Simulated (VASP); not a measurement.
A run of VASP 6.6.1 is set up as follows.

INCAR

```
PREC = Accurate
ENCUT = 520
EDIFF = 1E-6
ISMEAR = 0
SIGMA = 0.15
LREAL = False
LASPH = True
NELM = 80
ALGO = Normal
ISIF = 2
LWAVE = False
LCHARG = False
GGA = PE
NBANDS = 15
```

Contents of KPOINTS:

```
Automatic mesh
0
Gamma
  18 18 18
```

The input POSCAR:

```
ZrC
1.0
    0.0000000000      2.3854631500      2.3854631500
    2.3854631500      0.0000000000      2.3854631500
    2.3854631500      2.3854631500      0.0000000000
Zr C
1 1
Direct
    0.5000000000      0.5000000000      0.5000000000
    0.0000000000      0.0000000000      0.0000000000
```

Potentials or basis: VASP PAW PBE potentials, release 64 (Zr_sv, C).

Launch:

```bash
$ cat potpaw_PBE.64/Zr_sv/POTCAR potpaw_PBE.64/C/POTCAR > POTCAR
$ mpirun -np 1 vasp_std > vasp.out
```

**Question.** Predict the band gap on the k mesh.

**Answer.** Zero (bands 8 and 9 overlap by 1.28 eV).

**Question.** What does it give for the pressure?

**Answer.** -7.9 GPa.

Caveat: the cell differs from its parent crystal (strain +0.015 along x and y, +0.015 along z); the cell stands under tension.
